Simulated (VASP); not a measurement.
# MgS (F-43m) in VASP: a series of runs

Runs on MgS. Level: PBE0. Tasks: single point.

Everything below comes from runs of VASP 6.6.1. Logs are shortened: lines on timing, memory, paths and dates and some standing lists are left out, and cuts for length are marked.

## 1. The cell of the first run

The structure is cubic, space group F-43m (No. 216). Conventional cell: a = 5.551 Å, b = 5.551 Å, c = 5.551 Å, α = 90.00°, β = 90.00°, γ = 90.00°. S (site symmetry -43m) has 4 Mg at 2.40 Å within 3.2 Å. Mg (site symmetry -43m) has 4 S at 2.40 Å within 3.2 Å.

## 2. Single point, PBE0

Contents of POSCAR:

```
MgS
1.0
    0.0000000000      2.7752850422      2.7752850422
    2.7752850422      0.0000000000      2.7752850422
    2.7752850422      2.7752850422      0.0000000000
S Mg
1 1
Direct
    0.2500000000      0.2500000000      0.2500000000
    0.0000000000      0.0000000000      0.0000000000
```

Contents of INCAR.step1:

```
PREC = Accurate ; ENCUT = 520
EDIFF = 1E-5 ; ISMEAR = -1
SIGMA = 0.05 ; LREAL = False
LASPH = True ; NELM = 80
ALGO = Normal ; ISIF = 2
LWAVE = True ; LCHARG = False
NBANDS = 11 ; GGA = PE
```

Contents of INCAR.step2:

```
PREC = Accurate ; ENCUT = 520
EDIFF = 1E-6 ; ISMEAR = -1
SIGMA = 0.05 ; LREAL = False
LASPH = True ; NELM = 80
ALGO = Normal ; ISIF = 2
LWAVE = False ; LCHARG = False
GGA = PE ; LHFCALC = True
AEXX = 0.25 ; PRECFOCK = Normal
NBANDS = 11 ; ISTART = 1
```

Contents of KPOINTS:

```
Automatic mesh
0
Gamma
  4 4 4
```

Potentials or basis: VASP PAW PBE potentials, release 64 (S, Mg).

Started as:

```sh
$ cat potpaw_PBE.64/S/POTCAR potpaw_PBE.64/Mg/POTCAR > POTCAR
$ cp INCAR.step1 INCAR
$ mpirun -np 1 vasp_std > vasp.out
$ cp INCAR.step2 INCAR
$ mpirun -np 1 vasp_std > vasp.out
```

OUTCAR:

```text
PREC = Accurate
   ENCUT = 520
   EDIFF = 1E-6
   ISMEAR = -1
   LREAL = False
   LASPH = True
   NELM = 80
   ISIF = 2
   GGA = PE
   LHFCALC = True
   AEXX = 0.25
   PRECFOCK = Normal
   ISTART = 1

 ion  position               nearest neighbor table
   1  0.250  0.250  0.250-   2 2.40   2 2.40   2 2.40   2 2.40
   2  0.000  0.000  0.000-   1 2.40   1 2.40   1 2.40   1 2.40

  LATTYP: Found a face centered cubic cell.
 ALAT       =     5.5505700844

  Lattice vectors:

 A1 = (   0.0000000000,   2.7752850422,   2.7752850422)
 A2 = (   2.7752850422,   0.0000000000,   2.7752850422)
 A3 = (   2.7752850422,   2.7752850422,   0.0000000000)

Analysis of symmetry for initial positions (statically):
=====================================================================
 Subroutine PRICEL returns:
 Original cell was already a primitive cell.

 Routine SETGRP: Setting up the symmetry group for a
 face centered cubic supercell.

 Subroutine GETGRP returns: Found 24 space group operations
 (whereof 24 operations were pure point group operations)
 out of a pool of 48 trial point group operations.

The static configuration has the point symmetry T_d .

Analysis of symmetry for dynamics (positions and initial velocities):
=====================================================================
 Subroutine PRICEL returns:
 Original cell was already a primitive cell.

 Routine SETGRP: Setting up the symmetry group for a
 face centered cubic supercell.

 Subroutine GETGRP returns: Found 24 space group operations
 (whereof 24 operations were pure point group operations)
 out of a pool of 48 trial point group operations.

The dynamic configuration has the point symmetry T_d .

 Subroutine INISYM returns: Found 24 space group operations
 (whereof 24 operations are pure point group operations),
 and found     1 'primitive' translations

----------------------------------------------------------------------------------------

                                     Primitive cell

  volume of cell :      42.7516

  direct lattice vectors                    reciprocal lattice vectors
     0.000000000  2.775285042  2.775285042    -0.180161674  0.180161674  0.180161674
     2.775285042  0.000000000  2.775285042     0.180161674 -0.180161674  0.180161674
     2.775285042  2.775285042  0.000000000     0.180161674  0.180161674 -0.180161674

  length of vectors
     3.924845746  3.924845746  3.924845746     0.312049174  0.312049174  0.312049174

[... 78 lines left out ...]
   ISMEAR =    -1;   SIGMA  =   0.05  broadening in eV -4-tet -1-fermi 0-gaus
   EFERMI_NEDOS =   21; number of points for ismear=-14 and -15
   IALGO  =     38    algorithm
   IMIX   =      1    mixing-type and parameters
     AMIX     =   0.40;   BMIX     =  1.00
     AMIX_MAG =   1.60;   BMIX_MAG =  1.00
  volume/ion in A,a.u.               =      21.38       144.25
  Fermi-wavevector in a.u.,A,eV,Ry     =   0.936384  1.769509 11.929788  0.876815
  Thomas-Fermi vector in A             =   2.063388
   LORBIT       =      0    0 simple, 1 ext, 2 COOP (PROOUT), +10 PAW based schemes
   GGA     = PE    functional components
   LHFCALC =     T    Hartree Fock is set to
   PRECFOCK=normal    Normal, Fast or Accurate (Low or Medium for compatibility)
   ENCUT4O =  -1.0   cutoff for four orbital integrals eV
   NKREDX  =     1    reduce k-point grid by
   NKREDY  =     1    reduce k-point grid by
   NKREDZ  =     1    reduce k-point grid by
   AEXX    =    0.2500 exact exchange contribution
   HFSCREEN=    0.0000 screening length (either q_TF or 0.3 A-1)
   HFSCREENC=   0.0000 screening length for correlation (either q_TF or 0.3 A-1)
   ENCUTFOCK=  -1.0 apply spherical cutoff to Coloumb kernel
   IVDW    =     0    specifies the selected vdW correction
   LEPSILON=     F    determine dielectric tensor
   LRPA    =     F    only Hartree local field effects (RPA)
 non-spin polarized calculation
  energy-cutoff  :      520.00
  volume of cell :       42.75
 maximum number of plane-waves:      1174
 NGX is ok and might be reduce to    30
  NGX = 24; NGY = 24; NGZ = 24

 number of electron       7.9999999 magnetization

 Free energy of the ion-electron system (eV)
  ---------------------------------------------------
  ext. energy  EPLUGINS =         0.00000000
  ---------------------------------------------------
  free energy    TOTEN  =       -10.37989299 eV

  energy without entropy =      -10.37989299  energy(sigma->0) =      -10.37989299

 E-fermi :   1.4499     XC(G=0):  -6.8212

 val. band max:        0.3094251242   @ k =   0.0000   0.0000   0.0000
 cond. band min:       5.8551540831   @ k =   0.5000   0.5000   0.0000
 fundamental gap:      5.5457289588
 Fermi energy:         1.4498842763

 k-point     1 :       0.0000    0.0000    0.0000
  band No.  band energies     occupation
      1     -12.3649      2.00000
      2       0.3094      2.00000
      3       0.3094      2.00000
      4       0.3094      2.00000
      5       5.8868      0.00000
      6      10.4459      0.00000
      7      10.4459      0.00000
      8      10.4459      0.00000
      9      13.4476      0.00000
     10      13.4476      0.00000
     11      16.6188      0.00000
[... 85 lines left out ...]
 k-point     8 :      -0.2500    0.5000    0.2500
  band No.  band energies     occupation
      1     -11.2204      2.00000
      2      -2.3154      2.00000
      3      -1.8640      2.00000
      4      -1.2353      2.00000
      5       7.6811      0.00000
      6      10.5653      0.00000
      7      10.7499      0.00000
      8      11.1363      0.00000
      9      15.8007      0.00000
     10      16.7832      0.00000
     11      16.9257      0.00000

------------------------ aborting loop because EDIFF is reached ----------------------------------------

  FORCE on cell =-STRESS in cart. coord.  units (eV):
  Direction    XX          YY          ZZ          XY          YZ          ZX
  --------------------------------------------------------------------------------------
  -------------------------------------------------------------------------------------
  Total        1.0200362      1.0200362      1.0200362      0.0000000     -0.0000000      0.0000000
  in kB       38.2272784     38.2272784     38.2272784      0.0000000     -0.0000000      0.0000000
  external PRESSURE =      38.2272784 kB  Pullay stress =       0.0000000 kB

 VOLUME and BASIS-vectors are now :
 -----------------------------------------------------------------------------
  energy-cutoff  :      520.00
  volume of cell :       42.75
      direct lattice vectors                 reciprocal lattice vectors
     0.000000000  2.775285042  2.775285042    -0.180161674  0.180161674  0.180161674
     2.775285042  0.000000000  2.775285042     0.180161674 -0.180161674  0.180161674
     2.775285042  2.775285042  0.000000000     0.180161674  0.180161674 -0.180161674

 POSITION                                       TOTAL-FORCE (eV/Angst)
 -----------------------------------------------------------------------------------
      1.38764      1.38764      1.38764         0.000000      0.000000      0.000000
      0.00000      0.00000      0.00000        -0.000000     -0.000000     -0.000000
 -----------------------------------------------------------------------------------
    total drift:                               -0.000001      0.000001      0.000000

  FREE ENERGIE OF THE ION-ELECTRON SYSTEM (eV)
  ---------------------------------------------------
  free  energy   TOTEN  =       -10.3798929867 eV

  energy  without entropy=      -10.3798929867  energy(sigma->0) =      -10.37989299
```

OUTCAR.step1:

```text
PREC = Accurate
   ENCUT = 520
   EDIFF = 1E-5
   ISMEAR = -1
   LREAL = False
[... 315 lines left out ...]
      1.38764      1.38764      1.38764         0.000000      0.000000      0.000000
      0.00000      0.00000      0.00000        -0.000000     -0.000000     -0.000000
 -----------------------------------------------------------------------------------
    total drift:                               -0.000000     -0.000000     -0.000000

  FREE ENERGIE OF THE ION-ELECTRON SYSTEM (eV)
  ---------------------------------------------------
  free  energy   TOTEN  =        -8.4078625150 eV

  energy  without entropy=       -8.4078625149  energy(sigma->0) =       -8.40786251
```

OSZICAR.step1:

```text
N       E                     dE             d eps       ncg     rms          rms(c)
DAV:   1     0.281839032372E+02    0.28184E+02   -0.35911E+03   176   0.589E+02
DAV:   2    -0.697041339307E+01   -0.35154E+02   -0.33978E+02   213   0.102E+02
DAV:   3    -0.890870134682E+01   -0.19383E+01   -0.19364E+01   218   0.273E+01
DAV:   4    -0.892536551984E+01   -0.16664E-01   -0.16663E-01   214   0.291E+00
DAV:   5    -0.892557536051E+01   -0.20984E-03   -0.20984E-03   212   0.330E-01    0.420E+00
DAV:   6    -0.843965818918E+01    0.48592E+00   -0.11355E+00   191   0.410E+00    0.326E+00
DAV:   7    -0.840096096847E+01    0.38697E-01   -0.28782E-01   200   0.224E+00    0.257E+00
DAV:   8    -0.840845323436E+01   -0.74923E-02   -0.21760E-02   200   0.901E-01    0.141E+00
DAV:   9    -0.840766837901E+01    0.78486E-03   -0.22889E-03   225   0.240E-01    0.409E-01
DAV:  10    -0.840785900243E+01   -0.19062E-03   -0.54405E-04   203   0.112E-01    0.955E-02
DAV:  11    -0.840786251497E+01   -0.35125E-05   -0.52471E-05   197   0.304E-02
   1 F= -.84078625E+01 E0= -.84078625E+01  d E =-.366564E-10
```

Run time: 58 s. Hardware: 1 thread of Intel Xeon Platinum 8488C (Sapphire Rapids), shared host; peak memory 0.17 GiB.

Results:

| Item | Value |
| --- | --- |
| Free energy | -10.3799 eV |
| Pressure | 3.8 GPa |
| Band gap on the k mesh | 5.55 eV, indirect (least direct gap 5.58 eV) |

Levels at points of the mesh, in eV from the valence-band top:
| k point | band 1 | band 2 | band 3 | band 4 | band 5 | band 6 | band 7 | band 8 | band 9 |
| --- | --- | --- | --- | --- | --- | --- | --- | --- | --- |
| (0.00, 0.00, 0.00) | -12.67 | 0.00 | 0.00 | 0.00 | 5.58 | 10.14 | 10.14 | 10.14 | 13.14 |
| (0.50, 0.00, 0.00) | -11.82 | -3.65 | -0.38 | -0.38 | 7.22 | 9.70 | 9.70 | 10.90 | 15.52 |
| (0.50, 0.50, 0.00) | -11.54 | -3.27 | -1.22 | -1.22 | 5.55 | 7.60 | 14.04 | 15.05 | 15.05 |

Caveat: the k points lie up to 0.49 Å⁻¹ apart; the PAW data sets were made with another functional, which shifts forces and pressure a little. A k mesh can miss the band edges.

(Continued in part 2 of 2.)
